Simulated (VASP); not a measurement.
A run of VASP 6.6.1:

INCAR

```
SYSTEM = WSe2
  PREC = Accurate
  ENCUT = 520
  EDIFF = 1E-8
  ISMEAR = -1
  SIGMA = 0.08
  LREAL = .FALSE.
  LASPH = .TRUE.
  NELM = 60
  ALGO = Normal
  ISIF = 2
  LWAVE = .FALSE.
  LCHARG = .FALSE.
  GGA = PE
  LEFG = .TRUE.
  NBANDS = 35
```

File KPOINTS:

```
Automatic mesh
0
G
  11 11 3
  0 0 0
```

The input POSCAR:

```
WSe2
1.0
    3.2789950290      0.0000000000      0.0000000000
   -1.6394975145      2.8396929940      0.0000000000
    0.0000000000      0.0000000000     12.9266217496
W Se
2 4
Direct
    0.3333333333      0.6666666667      0.2500000000
    0.6666666667      0.3333333333      0.7500000000
    0.3333333333      0.6666666667      0.6210000000
    0.6666666667      0.3333333333      0.1210000000
    0.3333333333      0.6666666667      0.8790000000
    0.6666666667      0.3333333333      0.3790000000
```

Potentials or basis: VASP PAW PBE potentials, release 64 (W_sv, Se).

Command:

```sh
$ cat potpaw_PBE.64/W_sv/POTCAR potpaw_PBE.64/Se/POTCAR > POTCAR
$ mpirun -np 1 vasp_std > vasp.out
```

Hardware: 1 thread of Intel(R) Xeon(R) Platinum 8559C (Emerald Rapids), on a shared host.

Problem. How long does it take, and how much memory?

Solution. Wall time 68 s on 1 thread of Intel(R) Xeon(R) Platinum 8559C (Emerald Rapids), with other jobs on the host, peak memory 0.29 GiB. Counts: scf iterations 17, k points 32.
